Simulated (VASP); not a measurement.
# Au (P-1) in VASP: notebook

Runs on Au. Level: LDA. Tasks: single point.

Everything below comes from runs of VASP 6.6.1. Logs are shortened: lines on timing, memory, paths and dates and some standing lists are left out, and cuts for length are marked.

### Step 1. The cell of the first run

The typed cell holds 2 atoms: a = 2.718 Å, b = 2.723 Å, c = 5.012 Å, α = 103.14°, β = 102.66°, γ = 90.26°.

### Step 2. Single point, LDA

Input file INCAR:

```
PREC = Accurate ; ENCUT = 520
EDIFF = 1E-7 ; ISMEAR = 0
SIGMA = 0.05 ; LREAL = False
LASPH = True ; NELM = 100
ALGO = Fast ; ISIF = 2
LWAVE = False ; LCHARG = False
GGA = CA ; NBANDS = 18
```

Input file KPOINTS:

```
regular mesh
0
Gamma
  12 12 8
```

Input file POSCAR:

```
Au
1.0
    2.7183247979      0.0000000000      0.0000000000
   -0.0125082499      2.7228534556      0.0000000000
   -1.0986223043     -1.1445016986      4.7540832788
Au
2
Direct
    0.3271380000      0.3340380000      0.7259450000
    0.6728620000      0.6659620000      0.2740550000
```

Potentials or basis: VASP PAW LDA potentials, release 64 (Au).

Started as:

```sh
$ cat potpaw_LDA.64/Au/POTCAR > POTCAR
$ mpirun -np 1 vasp_std > vasp.out
```

OUTCAR:

```text
PREC = Accurate
   ENCUT = 520
   EDIFF = 1E-7
   ISMEAR = 0
   LREAL = False
   LASPH = True
   NELM = 100
   ISIF = 2
   GGA = CA

 ion  position               nearest neighbor table
   1  0.327  0.334  0.726-   2 2.64   2 2.82   2 2.88   2 2.90   2 2.95   2 3.54   2 3.59
   2  0.673  0.666  0.274-   1 2.64   1 2.82   1 2.88   1 2.90   1 2.95   1 3.54   1 3.59

  LATTYP: Found a triclinic cell.
 ALAT       =     2.7183247979
 B/A-ratio  =     1.4186468224
 C/A-ratio  =     2.8424930260
 COS(alpha) =     0.0022337933
 COS(beta)  =     0.5581870929
 COS(gamma) =     0.7081406305

  Lattice vectors:

 A1 = (  -2.7183247979,   0.0000000000,   0.0000000000)
 A2 = (  -2.7308330478,   2.7228534556,   0.0000000000)
 A3 = (  -4.3130107917,  -4.3012052126,  -4.7540832788)

Analysis of symmetry for initial positions (statically):
=====================================================================
 Subroutine PRICEL returns:
 Original cell was already a primitive cell.

 Routine SETGRP: Setting up the symmetry group for a
 triclinic supercell.

 Subroutine GETGRP returns: Found  2 space group operations
 (whereof  2 operations were pure point group operations)
 out of a pool of  2 trial point group operations.

The static configuration has the point symmetry S_2 .

Analysis of symmetry for dynamics (positions and initial velocities):
=====================================================================
 Subroutine PRICEL returns:
 Original cell was already a primitive cell.

 Routine SETGRP: Setting up the symmetry group for a
 triclinic supercell.

 Subroutine GETGRP returns: Found  2 space group operations
 (whereof  2 operations were pure point group operations)
 out of a pool of  2 trial point group operations.

The dynamic configuration has the point symmetry S_2 .

 Subroutine INISYM returns: Found  2 space group operations
 (whereof  2 operations are pure point group operations),
 and found     1 'primitive' translations

----------------------------------------------------------------------------------------

                                     Primitive cell

  volume of cell :      35.1878

  direct lattice vectors                    reciprocal lattice vectors
     2.718324798  0.000000000  0.000000000     0.367873626  0.001689939  0.085418846
    -0.012508250  2.722853456  0.000000000     0.000000000  0.367261778  0.088414885
    -1.098622304 -1.144501699  4.754083279     0.000000000  0.000000000  0.210345495

  length of vectors
     2.718324798  2.722882186  5.011802363     0.377664189  0.377754424  0.210345495

  position of ions in fractional coordinates (direct lattice)
     0.327138000  0.334038000  0.725945000
     0.672862000  0.665962000  0.274055000

  ion indices of the primitive-cell ions
   primitive index   ion index
                 1           1
                 2           2

----------------------------------------------------------------------------------------

 KPOINTS: regular mesh

Automatic generation of k-mesh.
 Grid dimensions read from file:
 generate k-points for:   12   12    8

 Generating k-lattice:

  Cartesian coordinates                     Fractional coordinates (reciprocal lattice)
     0.030656135  0.000140828  0.007118237     0.083333333  0.000000000  0.000000000
     0.000000000  0.030605148  0.007367907     0.000000000  0.083333333  0.000000000
     0.000000000  0.000000000  0.026293187     0.000000000  0.000000000  0.125000000

  Length of vectors
     0.031472016  0.031479535  0.026293187

  Shift w.r.t. Gamma in fractional coordinates (k-lattice)
     0.000000000  0.000000000  0.000000000

 Subroutine IBZKPT returns following result:
 ===========================================

 Found    580 irreducible k-points:

 Following reciprocal coordinates:
            Coordinates               Weight
  0.000000  0.000000  0.000000      1.000000
  0.083333  0.000000 -0.000000      2.000000
  0.166667  0.000000  0.000000      2.000000
  0.250000  0.000000  0.000000      2.000000
  0.333333  0.000000  0.000000      2.000000
  0.416667  0.000000  0.000000      2.000000
[... 16 lines left out ...]
  0.250000  0.166667  0.000000      2.000000
  0.333333  0.166667  0.000000      2.000000
 [... further k-points ...]
   k-points           NKPTS =    580   k-points in BZ     NKDIM =    580   number of bands    NBANDS=     18
   number of dos      NEDOS =    301   number of ions     NIONS =      2
   total plane-waves  NPLWV =  16000
   dimension x,y,z NGX =    20 NGY =   20 NGZ =   40
   dimension x,y,z NGXF=    40 NGYF=   40 NGZF=   80
   ions per type =               2
   NGX,Y,Z   is equivalent  to a cutoff of  12.23, 12.21, 13.27 a.u.
   NGXF,Y,Z  is equivalent  to a cutoff of  24.46, 24.42, 26.54 a.u.
 SYSTEM =  unknown system
   PREC   = accura    normal or accurate (medium, high low for compatibility)
   ISTART =      0    job   : 0-new  1-cont  2-samecut
   ICHARG =      2    charge: 1-file 2-atom 10-const
   ISPIN  =      1    spin polarized calculation?
   LNONCOLLINEAR =      F non collinear calculations
   LSORBIT =      F    spin-orbit coupling
   LASPH  =      T    aspherical Exc in radial PAW
   ENCUT  =  520.0 eV  38.22 Ry    6.18 a.u.   5.05  5.06  9.32*2*pi/ulx,y,z
   NELM   =    100;   NELMIN=  2; NELMDL= -5     # of ELM steps
   EDIFF  = 0.1E-06   stopping-criterion for ELM
   LREAL  =      F    real-space projection
   EDIFFG = 0.1E-05   stopping-criterion for IOM
   NSW    =      0    number of steps for IOM
   IBRION =     -1    ionic relax: 0-MD 1-quasi-New 2-CG
   NFREE  =      0    steps in history (QN), initial steepest desc. (CG)
   ISIF   =      2    stress and relaxation
   ISYM   =      2    0-nonsym 1-usesym 2-fastsym
   POTIM  = 0.5000    time-step for ionic-motion
   TEBEG  =    0.0;   TEEND  =   0.0 temperature during run
   PSTRESS=    0.0 pullay stress
   NELECT =      22.0000    total number of electrons
   NUPDOWN=      -1.0000    fix difference up-down
   EMIN   =  10.00;   EMAX   =-10.00  energy-range for DOS
   EFERMI =   0.00;   METHOD = LEGACY
   ISMEAR =     0;   SIGMA  =   0.05  broadening in eV -4-tet -1-fermi 0-gaus
   EFERMI_NEDOS =   21; number of points for ismear=-14 and -15
   IALGO  =     68    algorithm
   IMIX   =      4    mixing-type and parameters
     AMIX     =   0.40;   BMIX     =  1.00
     AMIX_MAG =   1.60;   BMIX_MAG =  1.00
  volume/ion in A,a.u.               =      17.59       118.73
  Fermi-wavevector in a.u.,A,eV,Ry     =   1.399861  2.645354 26.662125  1.959611
  Thomas-Fermi vector in A             =   2.522879
   LORBIT       =      0    0 simple, 1 ext, 2 COOP (PROOUT), +10 PAW based schemes
   GGA     = CA    functional components
   LHFCALC =     F    Hartree Fock is set to
   AEXX    =    0.0000 exact exchange contribution
   IVDW    =     0    specifies the selected vdW correction
   LEPSILON=     F    determine dielectric tensor
   LRPA    =     F    only Hartree local field effects (RPA)
 non-spin polarized calculation
 RMM-DIIS sequential band-by-band and
 Gauss-broadening in eV      SIGMA  =   0.05
  energy-cutoff  :      520.00
  volume of cell :       35.19
 maximum number of plane-waves:       961
   NGX = 11   NGY = 11   NGZ = 19

 number of electron      22.0000003 magnetization

 Free energy of the ion-electron system (eV)
  ---------------------------------------------------
  ext. energy  EPLUGINS =         0.00000000
  ---------------------------------------------------
  free energy    TOTEN  =        -8.57891681 eV

  energy without entropy =       -8.57827783  energy(sigma->0) =       -8.57859732

 E-fermi :   8.5681     XC(G=0): -12.7153

 val. band max:        8.5667622686   @ k =  -0.1667  -0.0000   0.2500
 cond. band min:       8.5692766904   @ k =  -0.4167  -0.3333   0.2500
 fundamental gap:      0.0025144219
 Fermi energy:         8.5681335194

 k-point     1 :       0.0000    0.0000    0.0000
  band No.  band energies     occupation
      1      -0.9293      2.00000
      2       1.7223      2.00000
      3       2.0637      2.00000
      4       2.6826      2.00000
      5       3.3505      2.00000
      6       5.4287      2.00000
[... 10 lines left out ...]
     17      25.0225      0.00000
     18      26.8852      0.00000

 k-point     2 :       0.0833    0.0000   -0.0000
  band No.  band energies     occupation
      1      -0.7419      2.00000
      2       1.8524      2.00000
      3       2.1744      2.00000
      4       2.7852      2.00000
      5       3.4219      2.00000
      6       5.2640      2.00000
[... 10 lines left out ...]
     17      25.1692      0.00000
     18      26.8386      0.00000

 k-point     3 :       0.1667    0.0000    0.0000
  band No.  band energies     occupation
      1      -0.2184      2.00000
      2       2.0369      2.00000
      3       2.6478      2.00000
      4       3.0095      2.00000
      5       3.7035      2.00000
      6       4.6279      2.00000
[... 10 lines left out ...]
     17      25.7862      0.00000
     18      26.5177      0.00000

 k-point     4 :       0.2500    0.0000    0.0000
  band No.  band energies     occupation
      1       0.5168      2.00000
      2       2.1791      2.00000
      3       3.1487      2.00000
      4       3.3648      2.00000
      5       3.8173      2.00000
      6       4.4407      2.00000
[... 375 lines left out ...]
      4       3.5111      2.00000
      5       3.8446      2.00000
      6       4.2581      2.00000
[... 10 lines left out ...]
     17      23.7632      0.00000
     18      26.6374      0.00000

 k-point    23 :       0.2500    0.1667    0.0000
  band No.  band energies     occupation
      1       1.3043      2.00000
      2       2.8084      2.00000
      3       3.2703      2.00000
      4       3.4345      2.00000
      5       3.9518      2.00000
      6       4.2548      2.00000
[... 10 lines left out ...]
     17      24.1389      0.00000
     18      26.0245      0.00000

 k-point    24 :       0.3333    0.1667    0.0000
  band No.  band energies     occupation
      1       1.9772      2.00000
      2       2.7074      2.00000
      3       3.0596      2.00000
      4       3.7028      2.00000
      5       4.0473      2.00000
      6       4.2178      2.00000
[... 10 lines left out ...]
     17      23.7591      0.00000
     18      25.3138      0.00000

 [... further k-points ...]

------------------------ aborting loop because EDIFF is reached ----------------------------------------

  FORCE on cell =-STRESS in cart. coord.  units (eV):
  Direction    XX          YY          ZZ          XY          YZ          ZX
  --------------------------------------------------------------------------------------
  -------------------------------------------------------------------------------------
  Total        0.5134932      0.4185843      1.0506661      0.0437363      0.2871853      0.3637161
  in kB       23.3804521     19.0590431     47.8390890      1.9914062     13.0761670     16.5607782
  external PRESSURE =      30.0928614 kB  Pullay stress =       0.0000000 kB

 VOLUME and BASIS-vectors are now :
 -----------------------------------------------------------------------------
  energy-cutoff  :      520.00
  volume of cell :       35.19
      direct lattice vectors                 reciprocal lattice vectors
     2.718324798  0.000000000  0.000000000     0.367873626  0.001689939  0.085418846
    -0.012508250  2.722853456  0.000000000     0.000000000  0.367261778  0.088414885
    -1.098622304 -1.144501699  4.754083279     0.000000000  0.000000000  0.210345495

 POSITION                                       TOTAL-FORCE (eV/Angst)
 -----------------------------------------------------------------------------------
      0.08755      0.07869      3.45120        -0.049767     -0.042452     -0.001326
      1.51964      1.49966      1.30288         0.049767      0.042452      0.001326
 -----------------------------------------------------------------------------------
    total drift:                                0.000000     -0.000000     -0.000000

  FREE ENERGIE OF THE ION-ELECTRON SYSTEM (eV)
  ---------------------------------------------------
  free  energy   TOTEN  =        -8.5789168070 eV

  energy  without entropy=       -8.5782778295  energy(sigma->0) =       -8.57859732
```

It took 3.9 min on 1 thread of Intel Xeon Platinum 8259CL at 2.50GHz (Skylake/Cascade Lake), shared host; peak memory 0.37 GiB.

Results:

```
Free energy            : -8.5789 eV
Pressure               : 3.0 GPa
Largest force          : 0.065 eV/Å
Band gap on the k mesh : zero (bands 11 and 12 overlap by 5.40 eV)
```

Forces on the atoms (eV/Å):
```
Au  -0.050 -0.042 -0.001
Au   0.050  0.042  0.001
```

Stress tensor (GPa, compression positive):
```
2.34 0.20 1.66
0.20 1.91 1.31
1.66 1.31 4.78
```

Levels at points of the mesh, in eV from the Fermi level:
| k point | band 9 | band 10 | band 11 | band 12 | band 13 | band 14 |
| --- | --- | --- | --- | --- | --- | --- |
| (0.00, 0.00, 0.00) | -2.38 | -2.07 | -1.61 | -0.42 | 3.21 | 14.58 |
| (0.50, 0.00, 0.00) | -2.44 | -1.84 | 0.58 | 1.37 | 2.84 | 6.16 |
| (0.00, 0.50, 0.00) | -2.42 | -1.89 | 0.51 | 1.38 | 2.67 | 6.12 |
| (0.50, 0.50, 0.00) | -0.67 | -0.65 | 2.55 | 4.87 | 6.84 | 6.94 |
| (0.00, 0.00, 0.50) | -2.01 | -1.73 | -1.61 | -1.55 | 9.86 | 12.31 |
| (0.50, 0.00, 0.50) | -2.29 | -2.09 | 0.03 | 1.11 | 2.07 | 5.60 |
| (0.00, 0.50, 0.50) | -2.32 | -2.07 | 0.08 | 1.19 | 1.99 | 5.63 |
| (0.50, 0.50, 0.50) | -0.68 | -0.63 | 2.97 | 5.49 | 6.37 | 6.94 |

Caveat: the cell stands under pressure; spin-orbit coupling is left out, which moves the levels of the heavy elements.

[end of part 1 of 2]
